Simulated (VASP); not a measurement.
# Na (P6_3/mmc) in VASP: further runs

The runs below take Na through single point, with PBEsol.

Program: VASP 6.6.1. These are calculated values, not measurements. Logs are shortened: lines on timing, memory, paths and dates and some standing lists are left out, and cuts for length are marked.

**1. The cell of the first run**

It takes space group P6_3/mmc (No. 194, hexagonal). The conventional cell has a = 3.792 Å, b = 3.792 Å, c = 6.195 Å, α = 90.00°, β = 90.00°, γ = 120.00°. Within 5.0 Å of Na (site symmetry -6m2) lie 12 Na at 3.79 Å.

**2. Single point, PBEsol**

File INCAR:

```
PREC = Accurate ; ENCUT = 520
EDIFF = 1E-7 ; ISMEAR = -1
SIGMA = 0.05 ; LREAL = False
LASPH = True ; NELM = 60
ALGO = Normal ; ISIF = 2
LWAVE = False ; LCHARG = True
GGA = PS ; LELF = True
LVHAR = True ; NBANDS = 14
```

File KPOINTS:

```
Automatic mesh
0
Gamma
  8 8 5
```

File POSCAR:

```
Na
1.0
    3.7919477469      0.0000000000      0.0000000000
   -1.8959738735      3.2839230787      0.0000000000
    0.0000000000      0.0000000000      6.1947561546
Na
2
Direct
    0.6666666667      0.3333333333      0.7500000000
    0.3333333333      0.6666666667      0.2500000000
```

Potentials or basis: VASP PAW PBE potentials, release 64 (Na_pv).

Launch:

```console
> cat potpaw_PBE.64/Na_pv/POTCAR > POTCAR
> mpirun -np 1 vasp_std > vasp.out
```

OUTCAR:

```text
PREC = Accurate
   ENCUT = 520
   EDIFF = 1E-7
   ISMEAR = -1
   LREAL = False
   LASPH = True
   NELM = 60
   ISIF = 2
   GGA = PS

 ion  position               nearest neighbor table
   1  0.667  0.333  0.750-
   2  0.333  0.667  0.250-

  LATTYP: Found a hexagonal cell.
 ALAT       =     3.7919477469
 C/A-ratio  =     1.6336607380

  Lattice vectors:

 A1 = (   3.7919477469,   0.0000000000,   0.0000000000)
 A2 = (  -1.8959738735,   3.2839230787,   0.0000000000)
 A3 = (   0.0000000000,   0.0000000000,   6.1947561546)

Analysis of symmetry for initial positions (statically):
=====================================================================
 Subroutine PRICEL returns:
 Original cell was already a primitive cell.

 Routine SETGRP: Setting up the symmetry group for a
 hexagonal supercell.

 Subroutine GETGRP returns: Found 24 space group operations
 (whereof 12 operations were pure point group operations)
 out of a pool of 24 trial point group operations.

The static configuration has the point symmetry D_3d.
 The point group associated with its full space group is D_6h.

Analysis of symmetry for dynamics (positions and initial velocities):
=====================================================================
 Subroutine PRICEL returns:
 Original cell was already a primitive cell.

 Routine SETGRP: Setting up the symmetry group for a
 hexagonal supercell.

 Subroutine GETGRP returns: Found 24 space group operations
 (whereof 12 operations were pure point group operations)
 out of a pool of 24 trial point group operations.

The dynamic configuration has the point symmetry D_3d.
 The point group associated with its full space group is D_6h.

 Subroutine INISYM returns: Found 24 space group operations
 (whereof 12 operations are pure point group operations),
 and found     1 'primitive' translations

----------------------------------------------------------------------------------------

                                     Primitive cell

  volume of cell :      77.1400

  direct lattice vectors                    reciprocal lattice vectors
     3.791947747  0.000000000  0.000000000     0.263716714  0.152256916  0.000000000
    -1.895973874  3.283923079  0.000000000     0.000000000  0.304513832  0.000000000
     0.000000000  0.000000000  6.194756155     0.000000000  0.000000000  0.161426854

  length of vectors
     3.791947747  3.791947747  6.194756155     0.304513832  0.304513832  0.161426854

  position of ions in fractional coordinates (direct lattice)
     0.666666667  0.333333333  0.750000000
     0.333333333  0.666666667  0.250000000

  ion indices of the primitive-cell ions
   primitive index   ion index
                 1           1
                 2           2

----------------------------------------------------------------------------------------

 KPOINTS: Automatic mesh

Automatic generation of k-mesh.
 Grid dimensions read from file:
 generate k-points for:    8    8    5

 Generating k-lattice:

  Cartesian coordinates                     Fractional coordinates (reciprocal lattice)
     0.032964589  0.019032114  0.000000000     0.125000000  0.000000000  0.000000000
     0.000000000  0.038064229  0.000000000     0.000000000  0.125000000  0.000000000
     0.000000000  0.000000000  0.032285371     0.000000000  0.000000000  0.200000000

  Length of vectors
     0.038064229  0.038064229  0.032285371

  Shift w.r.t. Gamma in fractional coordinates (k-lattice)
     0.000000000  0.000000000  0.000000000

 Subroutine IBZKPT returns following result:
 ===========================================

 Found     30 irreducible k-points:

 Following reciprocal coordinates:
            Coordinates               Weight
  0.000000  0.000000  0.000000      1.000000
  0.125000  0.000000  0.000000      6.000000
  0.250000  0.000000  0.000000      6.000000
  0.375000  0.000000  0.000000      6.000000
  0.500000  0.000000  0.000000      3.000000
  0.125000  0.125000  0.000000      6.000000
[... 16 lines left out ...]
  0.250000  0.000000  0.400000     12.000000
  0.375000  0.000000  0.400000     12.000000
 [... further k-points ...]
   k-points           NKPTS =     30   k-points in BZ     NKDIM =     30   number of bands    NBANDS=     14
   number of dos      NEDOS =    301   number of ions     NIONS =      2
   total plane-waves  NPLWV =  37632
   dimension x,y,z NGX =    28 NGY =   28 NGZ =   48
   dimension x,y,z NGXF=    56 NGYF=   56 NGZF=   96
   ions per type =               2
   NGX,Y,Z   is equivalent  to a cutoff of  12.28, 12.28, 12.88 a.u.
   NGXF,Y,Z  is equivalent  to a cutoff of  24.55, 24.55, 25.76 a.u.
 SYSTEM =  unknown system
   PREC   = accura    normal or accurate (medium, high low for compatibility)
   ISTART =      0    job   : 0-new  1-cont  2-samecut
   ICHARG =      2    charge: 1-file 2-atom 10-const
   ISPIN  =      1    spin polarized calculation?
   LNONCOLLINEAR =      F non collinear calculations
   LSORBIT =      F    spin-orbit coupling
   LASPH  =      T    aspherical Exc in radial PAW
   ENCUT  =  520.0 eV  38.22 Ry    6.18 a.u.   7.05  7.05 11.52*2*pi/ulx,y,z
   NELM   =     60;   NELMIN=  2; NELMDL= -5     # of ELM steps
   EDIFF  = 0.1E-06   stopping-criterion for ELM
   LREAL  =      F    real-space projection
   EDIFFG = 0.1E-05   stopping-criterion for IOM
   NSW    =      0    number of steps for IOM
   IBRION =     -1    ionic relax: 0-MD 1-quasi-New 2-CG
   NFREE  =      0    steps in history (QN), initial steepest desc. (CG)
   ISIF   =      2    stress and relaxation
   ISYM   =      2    0-nonsym 1-usesym 2-fastsym
   POTIM  = 0.5000    time-step for ionic-motion
   TEBEG  =    0.0;   TEEND  =   0.0 temperature during run
   PSTRESS=    0.0 pullay stress
   NELECT =      14.0000    total number of electrons
   NUPDOWN=      -1.0000    fix difference up-down
   EMIN   =  10.00;   EMAX   =-10.00  energy-range for DOS
   EFERMI =   0.00;   METHOD = LEGACY
   ISMEAR =    -1;   SIGMA  =   0.05  broadening in eV -4-tet -1-fermi 0-gaus
   EFERMI_NEDOS =   21; number of points for ismear=-14 and -15
   IALGO  =     38    algorithm
   IMIX   =      4    mixing-type and parameters
     AMIX     =   0.40;   BMIX     =  1.00
     AMIX_MAG =   1.60;   BMIX_MAG =  1.00
  volume/ion in A,a.u.               =      38.57       260.28
  Fermi-wavevector in a.u.,A,eV,Ry     =   0.926882  1.751553 11.688898  0.859110
  Thomas-Fermi vector in A             =   2.052892
   LORBIT       =      0    0 simple, 1 ext, 2 COOP (PROOUT), +10 PAW based schemes
   GGA     = PS    functional components
   LHFCALC =     F    Hartree Fock is set to
   AEXX    =    0.0000 exact exchange contribution
   IVDW    =     0    specifies the selected vdW correction
   LEPSILON=     F    determine dielectric tensor
   LRPA    =     F    only Hartree local field effects (RPA)
 non-spin polarized calculation
  energy-cutoff  :      520.00
  volume of cell :       77.14
 maximum number of plane-waves:      2093
   NGX = 15   NGY = 15   NGZ = 23

 number of electron      14.0000018 magnetization

 Free energy of the ion-electron system (eV)
  ---------------------------------------------------
  ext. energy  EPLUGINS =         0.00000000
  ---------------------------------------------------
  free energy    TOTEN  =        -2.79378189 eV

  energy without entropy =       -2.78700198  energy(sigma->0) =       -2.79039194

 E-fermi :   0.1499     XC(G=0):  -6.3971

 val. band max:        0.0018390267   @ k =   0.3750   0.1250   0.2000
 cond. band min:       0.1694738370   @ k =   0.1250   0.1250   0.2000
 fundamental gap:      0.1676348103
 Fermi energy:         0.1499046162

 k-point     1 :       0.0000    0.0000    0.0000
  band No.  band energies     occupation
      1     -24.6477      2.00000
      2     -24.6213      2.00000
      3     -24.6213      2.00000
      4     -24.6170      2.00000
      5     -24.6170      2.00000
      6     -24.6170      2.00000
      7      -3.0003      2.00000
      8       0.7356      0.00002
      9       1.1224      0.00000
     10       9.9565      0.00000
     11       9.9565      0.00000
     12      10.2767      0.00000
     13      10.2767      0.00000
     14      10.4455      0.00000

 k-point     2 :       0.1250    0.0000    0.0000
  band No.  band energies     occupation
      1     -24.6462      2.00000
      2     -24.6247      2.00000
      3     -24.6224      2.00000
      4     -24.6205      2.00000
      5     -24.6176      2.00000
      6     -24.6176      2.00000
      7      -2.7755      2.00000
      8       0.9367      0.00000
      9       1.3409      0.00000
     10       7.3778      0.00000
     11       8.8120      0.00000
     12       9.1525      0.00000
     13      10.7093      0.00000
     14      11.1788      0.00000

 k-point     3 :       0.2500    0.0000    0.0000
  band No.  band energies     occupation
      1     -24.6421      2.00000
      2     -24.6329      2.00000
      3     -24.6287      2.00000
      4     -24.6249      2.00000
      5     -24.6194      2.00000
      6     -24.6191      2.00000
      7      -2.1071      2.00000
      8       1.5412      0.00000
      9       1.9698      0.00000
     10       4.7829      0.00000
     11       7.7212      0.00000
     12       7.8839      0.00000
     13       8.0731      0.00000
     14       9.6065      0.00000

 k-point     4 :       0.3750    0.0000    0.0000
  band No.  band energies     occupation
      1     -24.6413      2.00000
      2     -24.6371      2.00000
      3     -24.6368      2.00000
      4     -24.6273      2.00000
      5     -24.6223      2.00000
      6     -24.6206      2.00000
      7      -1.0112      2.00000
      8       2.2386      0.00000
      9       2.5532      0.00000
     10       3.2960      0.00000
     11       5.8183      0.00000
     12       6.1591      0.00000
     13       7.3267      0.00000
     14       8.4307      0.00000

 k-point     5 :       0.5000    0.0000    0.0000
  band No.  band energies     occupation
      1     -24.6448      2.00000
      2     -24.6401      2.00000
      3     -24.6342      2.00000
      4     -24.6283      2.00000
      5     -24.6242      2.00000
      6     -24.6213      2.00000
      7       0.4328      0.00695
      8       0.5400      0.00082
      9       3.9746      0.00000
     10       3.9807      0.00000
     11       4.4295      0.00000
[... 276 lines left out ...]
 k-point    22 :       0.1250    0.0000    0.4000
  band No.  band energies     occupation
      1     -24.6370      2.00000
      2     -24.6289      2.00000
      3     -24.6225      2.00000
      4     -24.6207      2.00000
      5     -24.6205      2.00000
      6     -24.6192      2.00000
      7      -2.1341      2.00000
      8      -1.3430      2.00000
      9       4.7132      0.00000
     10       6.8430      0.00000
     11       7.9589      0.00000
     12       8.5510      0.00000
     13       9.3419      0.00000
     14       9.9977      0.00000

 k-point    23 :       0.2500    0.0000    0.4000
  band No.  band energies     occupation
      1     -24.6387      2.00000
      2     -24.6346      2.00000
      3     -24.6270      2.00000
      4     -24.6229      2.00000
      5     -24.6229      2.00000
      6     -24.6211      2.00000
      7      -1.4735      2.00000
      8      -0.6921      2.00000
      9       4.9774      0.00000
     10       5.6223      0.00000
     11       5.9750      0.00000
     12       7.4790      0.00000
     13       8.4214      0.00000
     14       9.0943      0.00000

 k-point    24 :       0.3750    0.0000    0.4000
  band No.  band energies     occupation
      1     -24.6441      2.00000
      2     -24.6420      2.00000
      3     -24.6275      2.00000
      4     -24.6250      2.00000
      5     -24.6238      2.00000
      6     -24.6229      2.00000
      7      -0.3907      1.99996
      8       0.3722      0.02316
      9       3.0117      0.00000
     10       3.7454      0.00000
     11       6.3127      0.00000
     12       7.8627      0.00000
     13       7.8899      0.00000
     14       8.5330      0.00000

 [... further k-points ...]
[... 5 lines left out ...]
  --------------------------------------------------------------------------------------
  -------------------------------------------------------------------------------------
  Total       -0.1627246     -0.1627246     -0.2733369      0.0000000     -0.0000000      0.0000000
  in kB       -3.3797469     -3.3797469     -5.6771364      0.0000000     -0.0000000      0.0000000
  external PRESSURE =      -4.1455434 kB  Pullay stress =       0.0000000 kB

 VOLUME and BASIS-vectors are now :
 -----------------------------------------------------------------------------
  energy-cutoff  :      520.00
  volume of cell :       77.14
      direct lattice vectors                 reciprocal lattice vectors
     3.791947747  0.000000000  0.000000000     0.263716714  0.152256916  0.000000000
    -1.895973874  3.283923079  0.000000000     0.000000000  0.304513832  0.000000000
     0.000000000  0.000000000  6.194756155     0.000000000  0.000000000  0.161426854

 POSITION                                       TOTAL-FORCE (eV/Angst)
 -----------------------------------------------------------------------------------
      1.89597      1.09464      4.64607         0.000000     -0.000000      0.000000
     -0.00000      2.18928      1.54869        -0.000000      0.000000     -0.000000
 -----------------------------------------------------------------------------------
    total drift:                               -0.000000      0.000000      0.000000

  FREE ENERGIE OF THE ION-ELECTRON SYSTEM (eV)
  ---------------------------------------------------
  free  energy   TOTEN  =        -2.7937818948 eV

  energy  without entropy=       -2.7870019800  energy(sigma->0) =       -2.79039194
```

Wall time 10 s (1 thread of Intel Xeon 6975P-C (Granite Rapids), shared host); peak memory 0.17 GiB.

Results:

* Free energy: -2.7938 eV
* Pressure: -0.4 GPa
* Band gap on the k mesh: zero (band 7 reaches 1.61 eV, above the bottom of band 8 at -1.56 eV)

Stress tensor (GPa, compression positive):
```
-0.34  0.00  0.00
 0.00 -0.34  0.00
 0.00  0.00 -0.57
```

Caveat: the PAW data sets were made with another functional, which shifts forces and pressure a little.

**3. Single point, PBEsol**

This run uses another cell than the first one, of 39.33 Å³/atom, 1.020 times its volume.

File INCAR:

```
SYSTEM = Na
ALGO     = Fast           ! electronic algorithm
EDIFF    = 1E-7           ! SCF threshold, eV
ENCUT    = 520            ! plane-wave cutoff, eV
GGA      = PS             ! functional
ISIF     = 2              ! what is computed and relaxed
ISMEAR   = -1             ! smearing method
LASPH    = .True.         ! aspherical terms in the spheres
LCHARG   = .False.        ! write CHGCAR
LREAL    = .False.        ! projectors in reciprocal space
LWAVE    = .False.        ! write WAVECAR
NBANDS   = 14             ! bands
NELM     = 60             ! most SCF steps
PREC     = Accurate       ! precision mode
SIGMA    = 0.05           ! smearing width, eV
```

File KPOINTS:

```
k-points
0
Gamma
  8 8 5
  0 0 0
```

File POSCAR:

```
Na
1.0
    3.8165714742      0.0000000000      0.0000000000
   -1.9082857371      3.3052478521      0.0000000000
    0.0000000000      0.0000000000      6.2349829711
Na
2
Direct
    0.6666666667      0.3333333333      0.7500000000
    0.3333333333      0.6666666667      0.2500000000
```

Potentials or basis: VASP PAW PBE potentials, release 64 (Na_pv).

Launch:

```console
> cat potpaw_PBE.64/Na_pv/POTCAR > POTCAR
> mpirun -np 1 vasp_std > vasp.out
```

It took 14 s on 1 thread of Intel Xeon 6975P-C (Granite Rapids), shared host; peak memory 0.18 GiB.

The run converged. Its results:

- Free energy: -2.7894 eV
- Pressure: -0.5 GPa
- Band gap on the k mesh: zero (band 7 reaches 1.54 eV, above the bottom of band 8 at -1.59 eV)

Stress tensor (GPa, compression positive):
```
-0.46  0.00  0.00
 0.00 -0.46  0.00
 0.00  0.00 -0.69
```

Levels at points of the mesh, in eV from the Fermi level:
```csv
k point,band 3,band 4,band 5,band 6,band 7,band 8,band 9,band 10,band 11,band 12
"(0.00, 0.00, 0.00)",-24.79,-24.78,-24.78,-24.78,-3.11,0.58,0.95,9.70,9.70,10.00
"(0.50, 0.00, 0.00)",-24.80,-24.79,-24.79,-24.79,0.28,0.38,3.78,3.80,4.22,4.47
```

Caveat: the PAW data sets were made with another functional, which shifts forces and pressure a little.
